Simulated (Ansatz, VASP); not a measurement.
## Two plane-wave programs on Tl

```
Tl
1.0
     3.46179    0.00000    0.00000
     1.73090    2.99800    0.00000
     0.00000    0.00000   29.77972
Tl
6
Direct
  0.66667 0.66667 0.26864
  0.00000 0.00000 0.36118
  0.66667 0.66667 0.45373
  0.00000 0.00000 0.54627
  0.66667 0.66667 0.63882
  0.00000 0.00000 0.73136
```

Alike in both runs: task single point; functional PBEsol; k mesh 11 × 11 × 1; no spin polarisation.

|  | VASP | Ansatz |
| --- | --- | --- |
| version | VASP 6.6.1 | Ansatz 0.2.0 |
| potentials or method | VASP PAW PBE potentials, release 64 (Tl_d), cutoff 520 eV | plane-wave PAW, scalar-relativistic |
| occupations | methfessel-paxton of order 1, width 0.1 eV | cold, width 0.1 eV |
| valence electrons in the cell | 78 | 78 |

```csv
,VASP,Ansatz,Ansatz less VASP
rms of the force components (eV/Å),0.019,0.019,+0.0002
```

VASP's potentials were made for PBE, not for PBEsol. Atom by atom the forces differ by 0.002 eV/Å (rms over components).

Spin-orbit coupling is off throughout.
